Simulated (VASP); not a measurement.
Set up this calculation in VASP 6.6.1, as the native input.

- Task: single point
- Functional: PBE
- Potentials or basis: VASP PAW PBE potentials, release 64 (V_sv)
- Cutoff: 520 eV
- k mesh: 17 × 17 × 17
- Occupations: fermi-dirac, width 0.05 eV
- Spin: no spin polarisation
- Dipole correction: no
- Further INCAR settings: ALGO = Normal; EDIFF = 1e-06; NBANDS = 20

The structure of V lies in POSCAR:

```
V
1.0
   -2.3278033066      2.3278033066      1.2914908162
    2.3278033066     -2.3278033066      1.2914908162
    2.3278033066      2.3278033066     -1.2914908162
V
2
Direct
   -0.3750000000     -0.1250000000     -0.2500000000
    0.3750000000      0.1250000000      0.2500000000
```

One way to write it, as run:

INCAR

```
SYSTEM = V
  PREC = Accurate
  ENCUT = 520
  EDIFF = 1E-6
  ISMEAR = -1
  SIGMA = 0.05
  LREAL = .False.
  LASPH = .True.
  NELM = 100
  ALGO = Normal
  ISIF = 2
  LWAVE = .False.
  LCHARG = .True.
  GGA = PE
  LELF = .True.
  LVHAR = .True.
  NBANDS = 20
```

KPOINTS

```
regular mesh
0
Gamma
  17 17 17
  0 0 0
```

Potentials or basis: VASP PAW PBE potentials, release 64 (V_sv).

Launch:

```console
$ cat potpaw_PBE.64/V_sv/POTCAR > POTCAR
$ mpirun -np 1 vasp_std > vasp.out
```

Results of the run:

| Item | Value |
| --- | --- |
| Pressure | 0.3 GPa |
| Band gap on the k mesh | zero (band 13 reaches 10.02 eV, above the bottom of band 14 at 9.12 eV) |

It took 8 min on 1 thread of AMD EPYC 7R13, on a shared host, peak memory 0.27 GiB.
